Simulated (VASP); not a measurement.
# Re (R-3m) in VASP: electric field gradients with PBE

Aim: the electric field gradients of Re with PBE.

Program: VASP 6.6.1. These are calculated values, not measurements. Logs are shortened: lines on timing, memory, paths and dates and some standing lists are left out, and cuts for length are marked.

### 1 The cell of the first run

The structure is trigonal, space group R-3m (No. 166). The conventional cell has a = 2.768 Å, b = 2.768 Å, c = 20.096 Å, α = 90.00°, β = 90.00°, γ = 120.00°. Re (site symmetry -3m) has 12 Re at 2.75 to 2.77 Å within 3.6 Å. Within 3.6 Å of Re (site symmetry 3m) lie 12 Re at 2.74 to 2.77 Å.

### 2 Electric field gradients, PBE

Contents of INCAR:

```
SYSTEM = Re
  PREC = Accurate
  ENCUT = 410
  EDIFF = 1E-8
  ISMEAR = -1
  SIGMA = 0.05
  LREAL = .FALSE.
  LASPH = .TRUE.
  NELM = 120
  ALGO = Normal
  ISIF = 2
  LWAVE = .FALSE.
  LCHARG = .FALSE.
  GGA = PE
  LEFG = .TRUE.
  NBANDS = 30
  GGA_COMPAT = .FALSE.
```

Contents of KPOINTS:

```
regular mesh
0
G
  15 15 15
  0 0 0
```

Contents of POSCAR:

```
Re
1.0
    1.3839231524      0.7990084046      6.6986080885
   -1.3839231524      0.7990084046      6.6986080885
    0.0000000000     -1.5980168092      6.6986080885
Re
3
Direct
    0.0000000000      0.0000000000      0.0000000000
    0.2221738800      0.2221738800      0.2221738800
    0.7778261200      0.7778261200      0.7778261200
```

Potentials or basis: VASP PAW PBE potentials, release 64 (Re_sv_GW).

The run is started by

```bash
cat potpaw_PBE.64/Re_sv_GW/POTCAR > POTCAR
mpirun -np 1 vasp_std > vasp.out
```

OUTCAR:

```text
SYSTEM = Re
   PREC = Accurate
   ENCUT = 410
   EDIFF = 1E-8
   ISMEAR = -1
   LREAL = .FALSE.
   LASPH = .TRUE.
   NELM = 120
   ISIF = 2
   GGA = PE

 ion  position               nearest neighbor table
   1  0.000  0.000  0.000-   3 2.75   3 2.75   2 2.75   2 2.75   3 2.75   2 2.75
   2  0.222  0.222  0.222-   3 2.74   3 2.74   3 2.74   1 2.75   1 2.75   1 2.75
   3  0.778  0.778  0.778-   2 2.74   2 2.74   2 2.74   1 2.75   1 2.75   1 2.75

  LATTYP: Found a trigonal (rhomboedric) cell.
 ALAT       =     6.8865817388
 COS(alpha) =     0.9192306603

  Lattice vectors:

 A1 = (   1.3839231524,   0.7990084046,   6.6986080885)
 A2 = (  -1.3839231524,   0.7990084046,   6.6986080885)
 A3 = (   0.0000000000,  -1.5980168092,   6.6986080885)

Analysis of symmetry for initial positions (statically):
=====================================================================
 Subroutine PRICEL returns:
 Original cell was already a primitive cell.

 Routine SETGRP: Setting up the symmetry group for a
 trigonal (rhombohedral) supercell.

 Subroutine GETGRP returns: Found 12 space group operations
 (whereof 12 operations were pure point group operations)
 out of a pool of 12 trial point group operations.

The static configuration has the point symmetry D_3d.

Analysis of symmetry for dynamics (positions and initial velocities):
=====================================================================
 Subroutine PRICEL returns:
 Original cell was already a primitive cell.

 Routine SETGRP: Setting up the symmetry group for a
 trigonal (rhombohedral) supercell.

 Subroutine GETGRP returns: Found 12 space group operations
 (whereof 12 operations were pure point group operations)
 out of a pool of 12 trial point group operations.

The dynamic configuration has the point symmetry D_3d.

 Subroutine INISYM returns: Found 12 space group operations
 (whereof 12 operations are pure point group operations),
 and found     1 'primitive' translations

----------------------------------------------------------------------------------------

                                     Primitive cell

  volume of cell :      44.4426

  direct lattice vectors                    reciprocal lattice vectors
     1.383923152  0.799008405  6.698608089     0.361291737  0.208591882  0.049761582
    -1.383923152  0.799008405  6.698608089    -0.361291737  0.208591882  0.049761582
     0.000000000 -1.598016809  6.698608089     0.000000000 -0.417183764  0.049761582

  length of vectors
     6.886581739  6.886581739  6.886581739     0.420141057  0.420141057  0.420141057

  position of ions in fractional coordinates (direct lattice)
     0.000000000  0.000000000  0.000000000
     0.222173880  0.222173880  0.222173880
     0.777826120  0.777826120  0.777826120

  ion indices of the primitive-cell ions
   primitive index   ion index
                 1           1
                 2           2
                 3           3

----------------------------------------------------------------------------------------

 KPOINTS: regular mesh

Automatic generation of k-mesh.
 Grid dimensions read from file:
 generate k-points for:   15   15   15

 Generating k-lattice:

  Cartesian coordinates                     Fractional coordinates (reciprocal lattice)
     0.024086116  0.013906125  0.003317439     0.066666667  0.000000000  0.000000000
    -0.024086116  0.013906125  0.003317439     0.000000000  0.066666667  0.000000000
     0.000000000 -0.027812251  0.003317439     0.000000000  0.000000000  0.066666667

  Length of vectors
     0.028009404  0.028009404  0.028009404

  Shift w.r.t. Gamma in fractional coordinates (k-lattice)
     0.000000000  0.000000000  0.000000000

 Subroutine IBZKPT returns following result:
 ===========================================

 Found    344 irreducible k-points:

 Following reciprocal coordinates:
            Coordinates               Weight
  0.000000  0.000000  0.000000      1.000000
  0.066667  0.000000  0.000000      6.000000
  0.133333  0.000000  0.000000      6.000000
  0.200000  0.000000  0.000000      6.000000
  0.266667  0.000000  0.000000      6.000000
  0.333333  0.000000  0.000000      6.000000
[... 16 lines left out ...]
  0.133333  0.133333  0.000000      6.000000
  0.200000  0.133333  0.000000     12.000000
 [... further k-points ...]
   k-points           NKPTS =    344   k-points in BZ     NKDIM =    344   number of bands    NBANDS=     30
   number of dos      NEDOS =    301   number of ions     NIONS =      3
   total plane-waves  NPLWV = 110592
   dimension x,y,z NGX =    48 NGY =   48 NGZ =   48
   dimension x,y,z NGXF=    96 NGYF=   96 NGZF=   96
   ions per type =               3
   NGX,Y,Z   is equivalent  to a cutoff of  11.59, 11.59, 11.59 a.u.
   NGXF,Y,Z  is equivalent  to a cutoff of  23.17, 23.17, 23.17 a.u.
 SYSTEM =  Re
   PREC   = accura    normal or accurate (medium, high low for compatibility)
   ISTART =      0    job   : 0-new  1-cont  2-samecut
   ICHARG =      2    charge: 1-file 2-atom 10-const
   ISPIN  =      1    spin polarized calculation?
   LNONCOLLINEAR =      F non collinear calculations
   LSORBIT =      F    spin-orbit coupling
   LASPH  =      T    aspherical Exc in radial PAW
   ENCUT  =  410.0 eV  30.13 Ry    5.49 a.u.  11.37 11.37 11.37*2*pi/ulx,y,z
   NELM   =    120;   NELMIN=  2; NELMDL= -5     # of ELM steps
   EDIFF  = 0.1E-07   stopping-criterion for ELM
   LREAL  =      F    real-space projection
   EDIFFG = 0.1E-06   stopping-criterion for IOM
   NSW    =      0    number of steps for IOM
   IBRION =     -1    ionic relax: 0-MD 1-quasi-New 2-CG
   NFREE  =      0    steps in history (QN), initial steepest desc. (CG)
   ISIF   =      2    stress and relaxation
   ISYM   =      2    0-nonsym 1-usesym 2-fastsym
   POTIM  = 0.5000    time-step for ionic-motion
   TEBEG  =    0.0;   TEEND  =   0.0 temperature during run
   PSTRESS=    0.0 pullay stress
   NELECT =      45.0000    total number of electrons
   NUPDOWN=      -1.0000    fix difference up-down
   EMIN   =  10.00;   EMAX   =-10.00  energy-range for DOS
   EFERMI =   0.00;   METHOD = LEGACY
   ISMEAR =    -1;   SIGMA  =   0.05  broadening in eV -4-tet -1-fermi 0-gaus
   EFERMI_NEDOS =   21; number of points for ismear=-14 and -15
   IALGO  =     38    algorithm
   IMIX   =      4    mixing-type and parameters
     AMIX     =   0.40;   BMIX     =  1.00
     AMIX_MAG =   1.60;   BMIX_MAG =  1.00
  volume/ion in A,a.u.               =      14.81        99.97
  Fermi-wavevector in a.u.,A,eV,Ry     =   1.643915  3.106548 36.769141  2.702456
  Thomas-Fermi vector in A             =   2.733969
   LORBIT       =      0    0 simple, 1 ext, 2 COOP (PROOUT), +10 PAW based schemes
   GGA     = PE    functional components
   LHFCALC =     F    Hartree Fock is set to
   AEXX    =    0.0000 exact exchange contribution
   IVDW    =     0    specifies the selected vdW correction
   LEPSILON=     F    determine dielectric tensor
   LRPA    =     F    only Hartree local field effects (RPA)
 non-spin polarized calculation
  energy-cutoff  :      410.00
  volume of cell :       44.44
 maximum number of plane-waves:       856
 NGX is ok and might be reduce to    48
   NGX = 23   NGY = 23   NGZ = 23

 number of electron      44.9999998 magnetization

 Free energy of the ion-electron system (eV)
  ---------------------------------------------------
  ext. energy  EPLUGINS =         0.00000000
  ---------------------------------------------------
  free energy    TOTEN  =       -42.10605703 eV

  energy without entropy =      -42.08535503  energy(sigma->0) =      -42.09570603

 E-fermi :  13.0261     XC(G=0): -14.1852

 val. band max:       13.0241195153   @ k =  -0.1333  -0.1333   0.0667
 cond. band min:      13.0287557848   @ k =   0.3333   0.1333   0.0667
 fundamental gap:      0.0046362696
 Fermi energy:        13.0260558819

 k-point     1 :       0.0000    0.0000    0.0000
  band No.  band energies     occupation
      1     -66.9336      2.00000
      2     -66.8307      2.00000
      3     -66.7924      2.00000
      4     -29.1249      2.00000
      5     -29.0854      2.00000
      6     -28.3713      2.00000
[... 22 lines left out ...]
     29      16.1774      0.00000
     30      16.1774      0.00000

 k-point     2 :       0.0667    0.0000    0.0000
  band No.  band energies     occupation
      1     -66.9297      2.00000
      2     -66.8279      2.00000
      3     -66.7898      2.00000
      4     -29.1287      2.00000
      5     -29.0690      2.00000
      6     -28.4062      2.00000
[... 22 lines left out ...]
     29      16.1764      0.00000
     30      16.4019      0.00000

 k-point     3 :       0.1333    0.0000    0.0000
  band No.  band energies     occupation
      1     -66.9187      2.00000
      2     -66.8201      2.00000
      3     -66.7826      2.00000
      4     -29.1262      2.00000
      5     -29.0413      2.00000
      6     -28.5037      2.00000
[... 22 lines left out ...]
     29      16.2424      0.00000
     30      17.1154      0.00000

 k-point     4 :       0.2000    0.0000    0.0000
  band No.  band energies     occupation
      1     -66.9024      2.00000
      2     -66.8082      2.00000
      3     -66.7723      2.00000
      4     -29.1157      2.00000
      5     -29.0325      2.00000
      6     -28.6451      2.00000
[... 22 lines left out ...]
     29      16.6388      0.00000
     30      18.0265      0.00000

 k-point     5 :       0.2667    0.0000    0.0000
  band No.  band energies     occupation
      1     -66.8836      2.00000
      2     -66.7939      2.00000
      3     -66.7611      2.00000
      4     -29.1178      2.00000
      5     -29.0724      2.00000
      6     -28.8017      2.00000
[... 22 lines left out ...]
     29      16.9803      0.00000
     30      18.8448      0.00000
[... 526 lines left out ...]
     29      17.0048      0.00000
     30      17.4778      0.00000

 k-point    22 :      -0.0667    0.0667    0.0000
  band No.  band energies     occupation
      1     -66.9223      2.00000
      2     -66.8223      2.00000
      3     -66.7852      2.00000
      4     -29.1076      2.00000
      5     -29.0705      2.00000
      6     -28.4652      2.00000
[... 22 lines left out ...]
     29      16.5421      0.00000
     30      16.7104      0.00000

 k-point    23 :       0.1333    0.1333    0.0000
  band No.  band energies     occupation
      1     -66.9183      2.00000
      2     -66.8214      2.00000
      3     -66.7817      2.00000
      4     -29.1638      2.00000
      5     -28.9981      2.00000
      6     -28.4933      2.00000
[... 22 lines left out ...]
     29      16.5338      0.00000
     30      17.0325      0.00000

 k-point    24 :       0.2000    0.1333    0.0000
  band No.  band energies     occupation
      1     -66.9081      2.00000
      2     -66.8145      2.00000
      3     -66.7749      2.00000
      4     -29.1584      2.00000
      5     -28.9863      2.00000
      6     -28.5646      2.00000
[... 22 lines left out ...]
     29      16.8232      0.00000
     30      17.8047      0.00000

 [... further k-points ...]

------------------------ aborting loop because EDIFF is reached ----------------------------------------

  FORCE on cell =-STRESS in cart. coord.  units (eV):
  Direction    XX          YY          ZZ          XY          YZ          ZX
  --------------------------------------------------------------------------------------
  -------------------------------------------------------------------------------------
  Total        0.7454679      0.7454679      0.5427442      0.0000000      0.0000000      0.0000000
  in kB       26.8744998     26.8744998     19.5662059      0.0000000      0.0000000      0.0000000
  external PRESSURE =      24.4384019 kB  Pullay stress =       0.0000000 kB

 VOLUME and BASIS-vectors are now :
 -----------------------------------------------------------------------------
  energy-cutoff  :      410.00
  volume of cell :       44.44
      direct lattice vectors                 reciprocal lattice vectors
     1.383923152  0.799008405  6.698608089     0.361291737  0.208591882  0.049761582
    -1.383923152  0.799008405  6.698608089    -0.361291737  0.208591882  0.049761582
     0.000000000 -1.598016809  6.698608089     0.000000000 -0.417183764  0.049761582

 POSITION                                       TOTAL-FORCE (eV/Angst)
 -----------------------------------------------------------------------------------
      0.00000      0.00000      0.00000         0.000000      0.000000      0.000000
      0.00000      0.00000      4.46477         0.000000     -0.000000     -0.019504
      0.00000      0.00000     15.63106         0.000000     -0.000000      0.019504
 -----------------------------------------------------------------------------------
    total drift:                                0.000000      0.000000     -0.000000

  FREE ENERGIE OF THE ION-ELECTRON SYSTEM (eV)
  ---------------------------------------------------
  free  energy   TOTEN  =       -42.1060570305 eV

  energy  without entropy=      -42.0853550277  energy(sigma->0) =      -42.09570603

 Electric field gradients (V/A^2)
---------------------------------------------------------------------
 ion       V_xx      V_yy      V_zz      V_xy      V_xz      V_yz
---------------------------------------------------------------------
   1      42.371    42.371   -84.742    -0.000    -0.000     0.000
   2      14.009    14.009   -28.018    -0.000    -0.000    -0.000
   3      14.009    14.009   -28.018    -0.000    -0.000    -0.000
---------------------------------------------------------------------

 Electric field gradients after diagonalization (V/A^2)
 (convention: |V_zz| > |V_xx| > |V_yy|)
----------------------------------------------------------------------
 ion       V_xx      V_yy      V_zz     asymmetry (V_yy - V_xx)/ V_zz
----------------------------------------------------------------------
   1      42.371    42.371   -84.742       0.000
   2      14.009    14.009   -28.018       0.000
   3      14.009    14.009   -28.018       0.000
----------------------------------------------------------------------

           NMR quadrupolar parameters

 Cq : quadrupolar parameter    Cq=e*Q*V_zz/h
 eta: asymmetry parameters     (V_yy - V_xx)/ V_zz
 Q  : nuclear electric quadrupole moment in mb (millibarn)
----------------------------------------------------------------------
 ion       Cq(MHz)       eta       Q (mb)
----------------------------------------------------------------------
   1      -0.205       0.000       1.000
   2      -0.068       0.000       1.000
   3      -0.068       0.000       1.000
----------------------------------------------------------------------
```

Wall time 35 min (1 thread of AMD EPYC 7R43 (Zen 3), shared host); peak memory 0.48 GiB.

Results:

```yaml
Free_energy: -42.1061 eV
Pressure: 2.4 GPa
Largest_force: 0.020 eV/Å
Band_gap_on_the_k_mesh: zero (an odd number of electrons rules out a gap without spin polarisation)
Largest_electric_field_gradient_by_atom: Re -84.7, -28.0 (each value once) V/Å²
```

Forces in eV/Å, atoms in the order of the input:
```
Re   0.000  0.000  0.000
Re   0.000  0.000 -0.020
Re   0.000  0.000  0.020
```

Stress tensor (GPa, compression positive):
```
2.69 0.00 0.00
0.00 2.69 0.00
0.00 0.00 1.96
```

Electric field gradients, principal values (V/Å²):
```tsv
atom	least	middle	greatest (by size)
1 Re	42.371	42.371	-84.742
2 Re	14.009	14.009	-28.018
3 Re	14.009	14.009	-28.018
```

Caveat: without QUAD_EFG the Cq values of the log hold for a quadrupole moment of 1 mb, not for the nuclei; spin-orbit coupling is left out, which moves the levels of the heavy elements.
